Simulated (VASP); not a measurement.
# Cu5Ni (P-62m) in VASP: a series of runs

Cu5Ni is run at these levels: PBE; tasks: single point.

Program: VASP 6.6.1. These are calculated values, not measurements. Logs are shortened: lines on timing, memory, paths and dates and some standing lists are left out, and cuts for length are marked.

## 1. The cell of the first run

The structure is hexagonal, space group P-62m (No. 189). The conventional cell has a = 4.409 Å, b = 4.409 Å, c = 4.187 Å, α = 90.00°, β = 90.00°, γ = 120.00°. Cu (site symmetry m2m) has 10 Cu at 2.52 to 2.56 Å and 2 Ni at 2.55 Å within 3.3 Å. Within 3.4 Å of Cu (site symmetry -6) lie 9 Cu at 2.55 to 2.56 Å and 3 Ni at 2.55 Å. Within 3.4 Å of Ni (site symmetry -62m) lie 12 Cu at 2.55 Å.

## 2. Single point, PBE

INCAR reads:

```
ALGO = Fast
EDIFF = 1E-7
ENCUT = 520
GGA = PE
ISIF = 2
ISMEAR = 0
LASPH = T
LCHARG = F
LREAL = F
LWAVE = F
NBANDS = 42
NELM = 80
PREC = Accurate
SIGMA = 0.1
```

KPOINTS reads:

```
k-points
0
Gamma
  12 12 10
```

POSCAR reads:

```
Cu5Ni
1.0
    4.4094510039      0.0000000000      0.0000000000
   -2.2047255020      3.8186965861      0.0000000000
    0.0000000000      0.0000000000      4.1869739351
Cu Ni
5 1
Direct
    0.3295946665      0.3295946665      0.0000000000
    0.0000000000      0.6704053335      0.0000000000
    0.6704053335      0.0000000000      0.0000000000
    0.6666666667      0.3333333333      0.5000000000
    0.3333333333      0.6666666667      0.5000000000
    0.0000000000      0.0000000000      0.5000000000
```

Potentials or basis: VASP PAW PBE potentials, release 64 (Cu, Ni).

The run is started by

```
> cat potpaw_PBE.64/Cu/POTCAR potpaw_PBE.64/Ni/POTCAR > POTCAR
> mpirun -np 1 vasp_std > vasp.out
```

OUTCAR:

```text
EDIFF = 1E-7
   ENCUT = 520
   GGA = PE
   ISIF = 2
   ISMEAR = 0
   LASPH = T
   LREAL = F
   NELM = 80
   PREC = Accurate

 ion  position               nearest neighbor table
   1  0.330  0.330  0.000-   3 2.52   2 2.52   6 2.55   6 2.55   2 2.56   3 2.56   3 2.56   2 2.56
                             4 2.56   4 2.56   5 2.56   5 2.56
   2  0.000  0.670  0.000-   1 2.52   3 2.52   6 2.55   6 2.55   1 2.56   3 2.56   3 2.56   1 2.56
                             5 2.56   5 2.56   4 2.56   4 2.56
   3  0.670  0.000  0.000-   1 2.52   2 2.52   6 2.55   6 2.55   2 2.56   1 2.56   2 2.56   1 2.56
                             4 2.56   4 2.56   5 2.56   5 2.56
   4  0.667  0.333  0.500-   5 2.55   5 2.55   6 2.55   6 2.55   6 2.55   5 2.55   3 2.56   3 2.56
                             2 2.56   2 2.56   1 2.56   1 2.56
   5  0.333  0.667  0.500-   4 2.55   4 2.55   6 2.55   6 2.55   6 2.55   4 2.55   2 2.56   2 2.56
                             3 2.56   3 2.56   1 2.56   1 2.56
   6  0.000  0.000  0.500-   4 2.55   5 2.55   4 2.55   5 2.55   4 2.55   5 2.55   1 2.55   1 2.55
                             3 2.55   3 2.55   2 2.55   2 2.55

  LATTYP: Found a hexagonal cell.
 ALAT       =     4.4094510039
 C/A-ratio  =     0.9495454040

  Lattice vectors:

 A1 = (   4.4094510039,   0.0000000000,   0.0000000000)
 A2 = (  -2.2047255020,   3.8186965861,   0.0000000000)
 A3 = (   0.0000000000,   0.0000000000,   4.1869739351)

Analysis of symmetry for initial positions (statically):
=====================================================================
 Subroutine PRICEL returns:
 Original cell was already a primitive cell.

 Routine SETGRP: Setting up the symmetry group for a
 hexagonal supercell.

 Subroutine GETGRP returns: Found 12 space group operations
 (whereof 12 operations were pure point group operations)
 out of a pool of 24 trial point group operations.

The static configuration has the point symmetry D_3h.

Analysis of symmetry for dynamics (positions and initial velocities):
=====================================================================
 Subroutine PRICEL returns:
 Original cell was already a primitive cell.

 Routine SETGRP: Setting up the symmetry group for a
 hexagonal supercell.

 Subroutine GETGRP returns: Found 12 space group operations
 (whereof 12 operations were pure point group operations)
 out of a pool of 24 trial point group operations.

The dynamic configuration has the point symmetry D_3h.

 Subroutine INISYM returns: Found 12 space group operations
 (whereof 12 operations are pure point group operations),
 and found     1 'primitive' translations

----------------------------------------------------------------------------------------

                                     Primitive cell

  volume of cell :      70.5018

  direct lattice vectors                    reciprocal lattice vectors
     4.409451004  0.000000000  0.000000000     0.226785602  0.130934728  0.000000000
    -2.204725502  3.818696586  0.000000000     0.000000000  0.261869457  0.000000000
     0.000000000  0.000000000  4.186973935     0.000000000  0.000000000  0.238835975

  length of vectors
     4.409451004  4.409451004  4.186973935     0.261869457  0.261869457  0.238835975

  position of ions in fractional coordinates (direct lattice)
     0.329594667  0.329594667  0.000000000
     0.000000000  0.670405333  0.000000000
     0.670405333  0.000000000  0.000000000
     0.666666667  0.333333333  0.500000000
     0.333333333  0.666666667  0.500000000
     0.000000000  0.000000000  0.500000000

  ion indices of the primitive-cell ions
   primitive index   ion index
                 1           1
                 2           2
                 3           3
                 4           4
                 5           5
                 6           6

----------------------------------------------------------------------------------------

 KPOINTS: k-points

Automatic generation of k-mesh.
 Grid dimensions read from file:
 generate k-points for:   12   12   10

 Generating k-lattice:

  Cartesian coordinates                     Fractional coordinates (reciprocal lattice)
     0.018898800  0.010911227  0.000000000     0.083333333 -0.000000000  0.000000000
     0.000000000  0.021822455  0.000000000     0.000000000  0.083333333  0.000000000
     0.000000000  0.000000000  0.023883597     0.000000000  0.000000000  0.100000000

  Length of vectors
     0.021822455  0.021822455  0.023883597

  Shift w.r.t. Gamma in fractional coordinates (k-lattice)
     0.000000000  0.000000000  0.000000000

 Subroutine IBZKPT returns following result:
 ===========================================

 Found    114 irreducible k-points:

 Following reciprocal coordinates:
            Coordinates               Weight
  0.000000  0.000000  0.000000      1.000000
  0.083333  0.000000  0.000000      6.000000
  0.166667  0.000000  0.000000      6.000000
  0.250000  0.000000  0.000000      6.000000
  0.333333  0.000000  0.000000      6.000000
  0.416667  0.000000  0.000000      6.000000
[... 16 lines left out ...]
  0.250000  0.000000  0.100000     12.000000
  0.333333  0.000000  0.100000     12.000000
 [... further k-points ...]
   k-points           NKPTS =    114   k-points in BZ     NKDIM =    114   number of bands    NBANDS=     42
   number of dos      NEDOS =    301   number of ions     NIONS =      6
   total plane-waves  NPLWV =  41472
   dimension x,y,z NGX =    36 NGY =   36 NGZ =   32
   dimension x,y,z NGXF=    72 NGYF=   72 NGZF=   64
   ions per type =               5   1
   NGX,Y,Z   is equivalent  to a cutoff of  13.57, 13.57, 12.71 a.u.
   NGXF,Y,Z  is equivalent  to a cutoff of  27.15, 27.15, 25.41 a.u.
 SYSTEM =  unknown system
   PREC   = accura    normal or accurate (medium, high low for compatibility)
   ISTART =      0    job   : 0-new  1-cont  2-samecut
   ICHARG =      2    charge: 1-file 2-atom 10-const
   ISPIN  =      1    spin polarized calculation?
   LNONCOLLINEAR =      F non collinear calculations
   LSORBIT =      F    spin-orbit coupling
   LASPH  =      T    aspherical Exc in radial PAW
   ENCUT  =  520.0 eV  38.22 Ry    6.18 a.u.   8.20  8.20  7.78*2*pi/ulx,y,z
   NELM   =     80;   NELMIN=  2; NELMDL= -5     # of ELM steps
   EDIFF  = 0.1E-06   stopping-criterion for ELM
   LREAL  =      F    real-space projection
   EDIFFG = 0.1E-05   stopping-criterion for IOM
   NSW    =      0    number of steps for IOM
   IBRION =     -1    ionic relax: 0-MD 1-quasi-New 2-CG
   NFREE  =      0    steps in history (QN), initial steepest desc. (CG)
   ISIF   =      2    stress and relaxation
   ISYM   =      2    0-nonsym 1-usesym 2-fastsym
   POTIM  = 0.5000    time-step for ionic-motion
   TEBEG  =    0.0;   TEEND  =   0.0 temperature during run
   PSTRESS=    0.0 pullay stress
   NELECT =      65.0000    total number of electrons
   NUPDOWN=      -1.0000    fix difference up-down
   EMIN   =  10.00;   EMAX   =-10.00  energy-range for DOS
   EFERMI =   0.00;   METHOD = LEGACY
   ISMEAR =     0;   SIGMA  =   0.10  broadening in eV -4-tet -1-fermi 0-gaus
   EFERMI_NEDOS =   21; number of points for ismear=-14 and -15
   IALGO  =     68    algorithm
   IMIX   =      4    mixing-type and parameters
     AMIX     =   0.40;   BMIX     =  1.00
     AMIX_MAG =   1.60;   BMIX_MAG =  1.00
  volume/ion in A,a.u.               =      11.75        79.29
  Fermi-wavevector in a.u.,A,eV,Ry     =   1.593355  3.011005 34.542216  2.538781
  Thomas-Fermi vector in A             =   2.691598
   LORBIT       =      0    0 simple, 1 ext, 2 COOP (PROOUT), +10 PAW based schemes
   GGA     = PE    functional components
   LHFCALC =     F    Hartree Fock is set to
   AEXX    =    0.0000 exact exchange contribution
   IVDW    =     0    specifies the selected vdW correction
   LEPSILON=     F    determine dielectric tensor
   LRPA    =     F    only Hartree local field effects (RPA)
 non-spin polarized calculation
 RMM-DIIS sequential band-by-band and
 Gauss-broadening in eV      SIGMA  =   0.10
  energy-cutoff  :      520.00
  volume of cell :       70.50
 maximum number of plane-waves:      1924
 NGX is ok and might be reduce to    36
   NGX = 17   NGY = 17   NGZ = 15

 number of electron      64.9999985 magnetization

 Free energy of the ion-electron system (eV)
  ---------------------------------------------------
  ext. energy  EPLUGINS =         0.00000000
  ---------------------------------------------------
  free energy    TOTEN  =       -24.03458090 eV

  energy without entropy =      -24.02119041  energy(sigma->0) =      -24.02788566

 E-fermi :   7.6758     XC(G=0): -12.7575

 val. band max:        7.6713433098   @ k =   0.2500   0.1667   0.3000
 cond. band min:       7.6762509136   @ k =   0.4167   0.0833   0.1000
 fundamental gap:      0.0049076038
 Fermi energy:         7.6758481941

 k-point     1 :       0.0000    0.0000    0.0000
  band No.  band energies     occupation
      1      -1.4867      2.00000
      2       2.7724      2.00000
      3       3.6956      2.00000
      4       3.6956      2.00000
      5       3.7054      2.00000
      6       3.8575      2.00000
[... 34 lines left out ...]
     41      18.2245      0.00000
     42      18.9020      0.00000

 k-point     2 :       0.0833    0.0000    0.0000
  band No.  band energies     occupation
      1      -1.4109      2.00000
      2       2.8167      2.00000
      3       3.6463      2.00000
      4       3.6846      2.00000
      5       3.6917      2.00000
      6       3.7754      2.00000
[... 34 lines left out ...]
     41      17.7002      0.00000
     42      17.9856      0.00000

 k-point     3 :       0.1667    0.0000    0.0000
  band No.  band energies     occupation
      1      -1.1850      2.00000
      2       2.9433      2.00000
      3       3.4977      2.00000
      4       3.5963      2.00000
      5       3.6528      2.00000
      6       3.6902      2.00000
[... 897 lines left out ...]
      4       3.3100      2.00000
      5       3.5934      2.00000
      6       3.6810      2.00000
[... 34 lines left out ...]
     41      16.1135      0.00000
     42      16.8458      0.00000

 k-point    24 :       0.3333    0.0000    0.1000
  band No.  band energies     occupation
      1      -0.2232      2.00000
      2       2.5945      2.00000
      3       3.1336      2.00000
      4       3.3424      2.00000
      5       3.4517      2.00000
      6       3.6960      2.00000
[... 34 lines left out ...]
     41      15.9432      0.00000
     42      16.4217      0.00000

 [... further k-points ...]

------------------------ aborting loop because EDIFF is reached ----------------------------------------

  FORCE on cell =-STRESS in cart. coord.  units (eV):
  Direction    XX          YY          ZZ          XY          YZ          ZX
  --------------------------------------------------------------------------------------
  -------------------------------------------------------------------------------------
  Total        0.2259794      0.2259794      0.2095587     -0.0000000     -0.0000000     -0.0000000
  in kB        5.1354619      5.1354619      4.7622953     -0.0000000     -0.0000000     -0.0000000
  external PRESSURE =       5.0110730 kB  Pullay stress =       0.0000000 kB

 VOLUME and BASIS-vectors are now :
 -----------------------------------------------------------------------------
  energy-cutoff  :      520.00
  volume of cell :       70.50
      direct lattice vectors                 reciprocal lattice vectors
     4.409451004  0.000000000  0.000000000     0.226785602  0.130934728  0.000000000
    -2.204725502  3.818696586  0.000000000     0.000000000  0.261869457  0.000000000
     0.000000000  0.000000000  4.186973935     0.000000000  0.000000000  0.238835975

 POSITION                                       TOTAL-FORCE (eV/Angst)
 -----------------------------------------------------------------------------------
      0.72667      1.25862      0.00000        -0.000933     -0.001617      0.000000
     -1.47806      2.56007      0.00000        -0.000933      0.001617      0.000000
      2.95612      0.00000      0.00000         0.001867      0.000000      0.000000
      2.20473      1.27290      2.09349         0.000000      0.000000      0.000000
     -0.00000      2.54580      2.09349         0.000000      0.000000      0.000000
      0.00000      0.00000      2.09349        -0.000000     -0.000000      0.000000
 -----------------------------------------------------------------------------------
    total drift:                               -0.000001     -0.000002     -0.000001

  FREE ENERGIE OF THE ION-ELECTRON SYSTEM (eV)
  ---------------------------------------------------
  free  energy   TOTEN  =       -24.0345808992 eV

  energy  without entropy=      -24.0211904131  energy(sigma->0) =      -24.02788566
```

Wall time 4.6 min (1 thread of Intel Xeon Platinum 8488C (Sapphire Rapids), shared host); peak memory 0.39 GiB.

Results:

```
Free energy            : -24.0346 eV
Pressure               : 0.5 GPa
Band gap on the k mesh : zero (an odd number of electrons rules out a gap without spin polarisation)
```

## 3. Single point, PBE, collinear spin, ferromagnetic start

INCAR reads:

```
PREC = Accurate
ENCUT = 520
EDIFF = 1E-7
ISMEAR = 0
SIGMA = 0.1
LREAL = F
LASPH = T
NELM = 150
ALGO = Normal
ISIF = 2
LWAVE = F
LCHARG = F
ISPIN = 2
MAGMOM = 0 0 0 0 0 2
LORBIT = 11
LMAXMIX = 4
GGA = PE
NBANDS = 46
```

KPOINTS reads:

```
Automatic mesh
0
Gamma
  6 6 4
```

POSCAR reads:

```
Cu5Ni
1.0
    4.4073325008      0.0000000000      0.0000000000
   -2.2036662504      3.8168619086      0.0000000000
    0.0000000000      0.0000000000      4.1911818314
Cu Ni
5 1
Direct
    0.3299646308      0.3299646308      0.0000000000
    0.0000000000      0.6700353692      0.0000000000
    0.6700353692      0.0000000000      0.0000000000
    0.6666666667      0.3333333333      0.5000000000
    0.3333333333      0.6666666667      0.5000000000
    0.0000000000      0.0000000000      0.5000000000
```

Potentials or basis: VASP PAW PBE potentials, release 64 (Cu, Ni).

The run is started by

```
> cat potpaw_PBE.64/Cu/POTCAR potpaw_PBE.64/Ni/POTCAR > POTCAR
> mpirun -np 1 vasp_std > vasp.out
```

Wall time 1.7 min (1 thread of Intel Xeon Platinum 8488C (Sapphire Rapids), shared host); peak memory 0.28 GiB.

The run converged. Its results:

| Quantity | Value |
| --- | --- |
| Free energy | -24.0600 eV |
| Pressure | 0.5 GPa |
| Largest force | 0.006 eV/Å |
| Net moment | 0.00 μB per cell |
| Valence electrons inside the program's atomic spheres | Cu 10.00; Ni 9.25 |

Forces on the atoms (eV/Å):
```
Cu  -0.003 -0.006  0.000
Cu  -0.003  0.006  0.000
Cu   0.006  0.000  0.000
Cu   0.000  0.000  0.000
Cu   0.000  0.000  0.000
Ni   0.000  0.000  0.000
```

Stress tensor (GPa, compression positive):
```
0.45 0.00 0.00
0.00 0.45 0.00
0.00 0.00 0.58
```

Levels at points of the mesh, in eV from the Fermi level:
Spin up:
```
           k point  band 29  band 30  band 31  band 32  band 33  band 34  band 35  band 36
(0.00, 0.00, 0.00)    -0.98    -0.92    -0.78    -0.78     3.33     3.33     3.56     3.78
(0.50, 0.00, 0.00)    -0.94    -0.78    -0.69    -0.65     0.34     1.94     3.77     3.90
(0.00, 0.00, 0.50)    -1.48    -0.87    -0.87    -0.62     4.19     4.19     4.53     4.53
(0.50, 0.00, 0.50)    -1.23    -0.95    -0.67    -0.61    -0.54    -0.26     0.64     0.82
```
Spin down:
```csv
k point,band 28,band 29,band 30,band 31,band 32,band 33,band 34,band 35,band 36,band 37
"(0.00, 0.00, 0.00)",-1.27,-0.98,-0.92,-0.78,-0.78,3.33,3.33,3.56,3.78,3.78
"(0.50, 0.00, 0.00)",-1.57,-0.94,-0.78,-0.69,-0.65,0.34,1.94,3.77,3.90,4.81
"(0.00, 0.00, 0.50)",-1.48,-1.48,-0.87,-0.87,-0.62,4.19,4.19,4.53,4.53,5.68
"(0.50, 0.00, 0.50)",-1.23,-1.23,-0.95,-0.67,-0.61,-0.54,-0.26,0.64,0.82,5.07
```

Caveat: the k points lie up to 0.37 Å⁻¹ apart; the moments typed at the start vanished in this run.

## 4. Single point, PBE, collinear spin, ferromagnetic start

This run uses another cell than the first one, of 12.32 Å³/atom.

INCAR reads:

```
ALGO     = Fast           # electronic algorithm
EDIFF    = 1E-6           # SCF threshold, eV
ENCUT    = 520            # plane-wave cutoff, eV
GGA      = PE             # functional
ISIF     = 2              # what is computed and relaxed
ISMEAR   = 0              # smearing method
ISPIN    = 2              # spin polarisation
LASPH    = T              # aspherical terms in the spheres
LCHARG   = F              # write CHGCAR
LMAXMIX  = 4              # l up to which the mixer works
LORBIT   = 11             # projections on sites
LREAL    = F              # projectors in reciprocal space
LWAVE    = F              # write WAVECAR
MAGMOM   = 0 0 0 0 0 2    # initial moments
NBANDS   = 46             # bands
NELM     = 150            # most SCF steps
PREC     = Accurate       # precision mode
SIGMA    = 0.1            # smearing width, eV
```

KPOINTS reads:

```
k-points
0
Gamma
  6 6 4
```

POSCAR reads:

```
Cu5Ni
1.0
    4.5222897600      0.0000000000      0.0000000000
   -2.2611448800      3.9164178100      0.0000000000
    0.0000000000      0.0000000000      4.1740371100
Cu Ni
5 1
Direct
    0.3333333300      0.3333333300      0.0000000000
    0.0000000000      0.6666666700      0.0000000000
    0.6666666700      0.0000000000      0.0000000000
    0.6666666700      0.3333333300      0.5000000000
    0.3333333300      0.6666666700      0.5000000000
    0.0000000000      0.0000000000      0.5000000000
```

The run is started by

```
> cat potpaw_PBE.64/Cu/POTCAR potpaw_PBE.64/Ni/POTCAR > POTCAR
> mpirun -np 1 vasp_std > vasp.out
```

It took 1.7 min on 1 thread of Intel Xeon Platinum 8488C (Sapphire Rapids), shared host; peak memory 0.28 GiB.

The run converged. Its results:

```yaml
Free_energy: -23.9743 eV
Pressure: -5.7 GPa
Largest_force: 0.160 eV/Å
Net_moment: 0.00 μB per cell
Valence_electrons_inside_the_program's_atomic_spheres: Cu 9.95, 9.96 (each value once); Ni 9.17
```

Forces in eV/Å, atoms in the order of the input:
```
Cu  -0.080 -0.139  0.000
Cu  -0.080  0.139  0.000
Cu   0.160  0.000  0.000
Cu   0.000  0.000  0.000
Cu   0.000  0.000  0.000
Ni   0.000  0.000  0.000
```

Stress tensor (GPa, compression positive):
```
-7.28  0.00  0.00
 0.00 -7.28  0.00
 0.00  0.00 -2.57
```

Levels at points of the mesh, in eV from the Fermi level:
Spin up:
```
           k point  band 28  band 29  band 30  band 31  band 32  band 33  band 34  band 35  band 36  band 37
(0.00, 0.00, 0.00)    -1.17    -0.90    -0.72    -0.72    -0.53     3.05     3.05     3.13     3.39     3.39
(0.50, 0.00, 0.00)    -1.56    -0.87    -0.73    -0.68    -0.66     0.26     1.73     3.86     3.92     4.99
(0.00, 0.00, 0.50)    -1.37    -1.37    -0.87    -0.87    -0.60     3.85     4.01     4.24     4.24     5.47
(0.50, 0.00, 0.50)    -1.20    -1.17    -0.92    -0.65    -0.61    -0.51    -0.25     0.65     0.81     4.75
```
Spin down:
| k point | band 28 | band 29 | band 30 | band 31 | band 32 | band 33 | band 34 | band 35 | band 36 | band 37 |
| --- | --- | --- | --- | --- | --- | --- | --- | --- | --- | --- |
| (0.00, 0.00, 0.00) | -1.17 | -0.90 | -0.72 | -0.72 | -0.53 | 3.05 | 3.05 | 3.13 | 3.39 | 3.39 |
| (0.50, 0.00, 0.00) | -1.56 | -0.87 | -0.73 | -0.68 | -0.66 | 0.26 | 1.73 | 3.86 | 3.92 | 4.99 |
| (0.00, 0.00, 0.50) | -1.37 | -1.37 | -0.87 | -0.87 | -0.60 | 3.85 | 4.01 | 4.24 | 4.24 | 5.47 |
| (0.50, 0.00, 0.50) | -1.20 | -1.17 | -0.92 | -0.65 | -0.61 | -0.51 | -0.25 | 0.65 | 0.81 | 4.75 |

Caveat: the k points lie up to 0.38 Å⁻¹ apart; the moments typed at the start vanished in this run.

The gap in the log of VASP goes by the Fermi energy; the results here count the filled bands.